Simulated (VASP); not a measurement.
Wanted: the native input for a VASP 6.6.1 run.

```
Task                   : single point
Functional             : PBEsol
Potentials or basis    : VASP PAW PBE potentials, release 64 (Br)
Cutoff                 : 520 eV
k mesh                 : 8 × 8 × 4
Occupations            : fermi-dirac, width 0.05 eV
Spin                   : no spin polarisation
Dipole correction      : no
Further INCAR settings : ALGO = Normal; EDIFF = 1e-06; NBANDS = 22
```

The structure of Br lies in POSCAR:

```
Br
1.0
    3.5476797723     -1.9767376404      0.0000000000
    3.5476797723      1.9767376404      0.0000000000
    0.0000000000      0.0000000000      8.4574703087
Br
4
Direct
    0.8475370174      0.1524629826      0.1200462650
    0.6524629826      0.3475370174      0.6200462650
    0.1524629826      0.8475370174      0.8799537350
    0.3475370174      0.6524629826      0.3799537350
```

One way to write it, as run:

INCAR

```
PREC = Accurate
ENCUT = 520
EDIFF = 1E-6
ISMEAR = -1
SIGMA = 0.05
LREAL = F
LASPH = T
NELM = 60
ALGO = Normal
ISIF = 2
LWAVE = F
LCHARG = F
GGA = PS
NBANDS = 22
```

KPOINTS

```
Automatic mesh
0
Gamma
  8 8 4
```

Potentials or basis: VASP PAW PBE potentials, release 64 (Br).

Launch:

```sh
$ cat potpaw_PBE.64/Br/POTCAR > POTCAR
$ mpirun -np 1 vasp_std > vasp.out
```

It gave:

The pressure is 1.6 GPa. The largest force is 0.288 eV/Å and the band gap on the k mesh is 1.27 eV (least direct gap 1.34 eV).

Caveat: the PAW data sets were made with another functional, which shifts forces and pressure a little.

It took 3.5 min on 1 thread of Oxide Virtual Turin-like Processor, with other jobs on the host, peak memory 0.24 GiB.
